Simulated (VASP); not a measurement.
# Pd (P6_3/mmc) in VASP: notebook, part 2 of 2

VASP 6.6.1.

**3. Relaxation of cell and atoms, PBEsol**

This run uses another cell than the first one, of 14.71 Å³/atom.

The input, INCAR:

```
SYSTEM = Pd
PREC = Accurate ; ENCUT = 600
EDIFF = 1E-7 ; ISMEAR = -1
SIGMA = 0.1 ; LREAL = .False.
LASPH = .True. ; NELM = 60
ALGO = Normal ; ISIF = 3
LWAVE = .False. ; LCHARG = .False.
GGA = PS ; IBRION = 2
NSW = 80 ; EDIFFG = -0.01
```

The input, KPOINTS:

```
regular mesh
0
Gamma
  13 13 4
  0 0 0
```

The input, POSCAR:

```
Pd
1.0
    2.7505001182      0.0000000000      0.0000000000
   -1.3752500591      2.3820029755      0.0000000000
    0.0000000000      0.0000000000      8.9831333861
Pd
4
Direct
    0.0000000000      0.0000000000      0.0000000000
    0.0000000000      0.0000000000      0.5000000000
    0.3333333333      0.6666666667      0.2500000000
    0.6666666667      0.3333333333      0.7500000000
```

Potentials or basis: VASP PAW PBE potentials, release 64 (Pd).

On the command line:

```
> cat potpaw_PBE.64/Pd/POTCAR > POTCAR
> mpirun -np 1 vasp_std > vasp.out
```

OUTCAR:

```text
SYSTEM = Pd
   PREC = Accurate
   ENCUT = 600
   EDIFF = 1E-7
   ISMEAR = -1
   LREAL = .False.
   LASPH = .True.
   NELM = 60
   ISIF = 3
   GGA = PS
   IBRION = 2
   NSW = 80
   EDIFFG = -0.01

 ion  position               nearest neighbor table
   1  0.000  0.000  0.000-   3 2.75   4 2.75   4 2.75   3 2.75   4 2.75   3 2.75
   2  0.000  0.000  0.500-   3 2.75   4 2.75   4 2.75   3 2.75   4 2.75   3 2.75
   3  0.333  0.667  0.250-   1 2.75   2 2.75   1 2.75   2 2.75   1 2.75   2 2.75
   4  0.667  0.333  0.750-   1 2.75   2 2.75   1 2.75   2 2.75   1 2.75   2 2.75

  LATTYP: Found a hexagonal cell.
 ALAT       =     2.7505001182
 C/A-ratio  =     3.2660000000

  Lattice vectors:

 A1 = (   2.7505001182,   0.0000000000,   0.0000000000)
 A2 = (  -1.3752500591,   2.3820029755,   0.0000000000)
 A3 = (   0.0000000000,   0.0000000000,   8.9831333861)

Analysis of symmetry for initial positions (statically):
=====================================================================
 Subroutine PRICEL returns:
 Original cell was already a primitive cell.

 Routine SETGRP: Setting up the symmetry group for a
 hexagonal supercell.

 Subroutine GETGRP returns: Found 24 space group operations
 (whereof 12 operations were pure point group operations)
 out of a pool of 24 trial point group operations.

The static configuration has the point symmetry D_3d.
 The point group associated with its full space group is D_6h.

Analysis of symmetry for dynamics (positions and initial velocities):
=====================================================================
 Subroutine PRICEL returns:
 Original cell was already a primitive cell.

 Routine SETGRP: Setting up the symmetry group for a
 hexagonal supercell.

 Subroutine GETGRP returns: Found 24 space group operations
 (whereof 12 operations were pure point group operations)
 out of a pool of 24 trial point group operations.

The dynamic configuration has the point symmetry D_3d.
 The point group associated with its full space group is D_6h.

 Subroutine INISYM returns: Found 24 space group operations
 (whereof 12 operations are pure point group operations),
 and found     1 'primitive' translations

[... 124 lines left out ...]
   LHFCALC =     F    Hartree Fock is set to
   AEXX    =    0.0000 exact exchange contribution
   IVDW    =     0    specifies the selected vdW correction
   LEPSILON=     F    determine dielectric tensor
   LRPA    =     F    only Hartree local field effects (RPA)
 conjugate gradient relaxation of ions
 non-spin polarized calculation
  energy-cutoff  :      600.00
  volume of cell :       58.85
 maximum number of plane-waves:      2016
 NGX is ok and might be reduce to    24
   NGX = 11   NGY = 11   NGZ = 35

--------------------------------------- Ionic step        1  -------------------------------------------

 number of electron      39.9999993 magnetization

 Free energy of the ion-electron system (eV)
  ---------------------------------------------------
  ext. energy  EPLUGINS =         0.00000000
  ---------------------------------------------------
  free energy    TOTEN  =       -23.91666532 eV

  energy without entropy =      -23.66115313  energy(sigma->0) =      -23.78890922

------------------------ aborting loop because EDIFF is reached ----------------------------------------

  FORCE on cell =-STRESS in cart. coord.  units (eV):
  Direction    XX          YY          ZZ          XY          YZ          ZX
  --------------------------------------------------------------------------------------
  -------------------------------------------------------------------------------------
  Total       -0.8222412     -0.8222412     -0.3023593     -0.0000000      0.0000000     -0.0000000
  in kB      -22.3835003    -22.3835003     -8.2309910     -0.0000000      0.0000000     -0.0000000
  external PRESSURE =     -17.6659972 kB  Pullay stress =       0.0000000 kB
[... 25 lines left out ...]
--------------------------------------- Ionic step        2  -------------------------------------------

 number of electron      39.9999997 magnetization

 E-fermi :  10.1147     XC(G=0): -13.5414

 val. band max:       10.1120376810   @ k =   0.4615   0.0769   0.0000
 cond. band min:      10.1153009890   @ k =   0.3077   0.2308   0.2500
 fundamental gap:      0.0032633081
 Fermi energy:        10.1146675573

 k-point     1 :       0.0000    0.0000    0.0000
  band No.  band energies     occupation
      1       2.6223      2.00000
      2       4.3277      2.00000
      3       4.3353      2.00000
      4       4.5171      2.00000
      5       7.0204      2.00000
      6       7.0591      2.00000
[... 752 lines left out ...]
--------------------------------------- Ionic step        5  -------------------------------------------

 number of electron      39.9999989 magnetization

 Free energy of the ion-electron system (eV)
  ---------------------------------------------------
  ext. energy  EPLUGINS =         0.00000000
  ---------------------------------------------------
  free energy    TOTEN  =       -23.92117282 eV

  energy without entropy =      -23.66967147  energy(sigma->0) =      -23.79542214

 E-fermi :   9.8632     XC(G=0): -13.4508

 val. band max:        9.8626512510   @ k =   0.3846   0.0000   0.2500
 cond. band min:       9.8646299032   @ k =   0.1538   0.1538   0.2500
 fundamental gap:      0.0019786522
 Fermi energy:         9.8632397685

 k-point     1 :       0.0000    0.0000    0.0000
  band No.  band energies     occupation
      1       2.4865      2.00000
      2       4.1718      2.00000
      3       4.1789      2.00000
      4       4.3814      2.00000
      5       6.8331      2.00000
      6       6.8630      2.00000
[... 670 lines left out ...]
  FREE ENERGIE OF THE ION-ELECTRON SYSTEM (eV)
  ---------------------------------------------------
  free  energy   TOTEN  =       -23.9211728159 eV

  energy  without entropy=      -23.6696714657  energy(sigma->0) =      -23.79542214

 reached required accuracy - stopping structural energy minimisation
```

OSZICAR:

```text
N       E                     dE             d eps       ncg     rms          rms(c)
DAV:   1     0.282999120729E+03    0.28300E+03   -0.22513E+04  3024   0.184E+03
DAV:   2    -0.186010117845E+02   -0.30160E+03   -0.29290E+03  3568   0.381E+02
DAV:   3    -0.253573619296E+02   -0.67564E+01   -0.66199E+01  3256   0.616E+01
[... 49 lines left out ...]
DAV:   3    -0.239211885672E+02    0.71496E-04   -0.21635E-04  3136   0.108E-01    0.377E-02
DAV:   4    -0.239211792279E+02    0.93393E-05   -0.13426E-04  3120   0.107E-01    0.211E-02
DAV:   5    -0.239211734400E+02    0.57879E-05   -0.17335E-05  3104   0.372E-02    0.512E-03
DAV:   6    -0.239211728226E+02    0.61738E-06   -0.13973E-06  3152   0.756E-03    0.137E-03
DAV:   7    -0.239211728159E+02    0.66693E-08   -0.42847E-08  1544   0.165E-03
   5 F= -.23921173E+02 E0= -.23795422E+02  d E =-.803549E-03
```

Wall time 4 min (1 thread of Intel Xeon Platinum 8488C (Sapphire Rapids), shared host); peak memory 0.26 GiB.

What came out:

- Free energy: -23.9212 eV
- Relaxed volume: 14.58 Å³/atom
- Relaxed cell: a = 2.734 Å, b = 2.734 Å, c = 9.008 Å, α = 90.00°, β = 90.00°, γ = 120.00°
- Space group after relaxing (to 0.1 Å): P6_3/mmc (No. 194)
- Energy gained by relaxing: 1.1 meV/atom
- Ionic steps: 5
- Pressure after relaxing: 0.0 GPa

The path:
| step | energy change (eV) | largest force (eV/Å) | pressure (GPa) | volume (Å³) |
| --- | --- | --- | --- | --- |
| 1 | 0.0000 | 0.0000 | -1.77 | 58.85 |
| 2 | 0.0036 | 0.0000 | 3.07 | 57.48 |
| 3 | -0.0037 | 0.0000 | 0.19 | 58.28 |
| 4 | -0.0044 | 0.0000 | 0.06 | 58.31 |
| 5 | -0.0045 | 0.0000 | 0.02 | 58.32 |

Final structure:
```yaml
crystal:
  lattice:
    - [2.73426, 0.00000, 0.00000]
    - [-1.36713, 2.36794, 0.00000]
    - [0.00000, 0.00000, 9.00794]
  atoms:
    - { symbol: Pd, position: [0.00000, 0.00000, 0.00000] }
    - { symbol: Pd, position: [0.00000, 0.00000, 0.50000] }
    - { symbol: Pd, position: [0.33333, 0.66667, 0.25000] }
    - { symbol: Pd, position: [0.66667, 0.33333, 0.75000] }
```

Levels at points of the mesh, in eV from the Fermi level:
```tsv
k point	band 16	band 17	band 18	band 19	band 20	band 21	band 22	band 23	band 24
(0.00, 0.00, 0.00)	-1.58	-1.58	-1.11	-1.11	-0.75	-0.75	-0.15	-0.15	0.77
(0.00, 0.00, 0.50)	-1.36	-1.36	-1.36	-1.08	-1.08	-0.41	-0.41	-0.41	-0.41
```

Caveat: the highest band is partly filled, so the run has too few bands; the PAW data sets were made with another functional, which shifts forces and pressure a little.
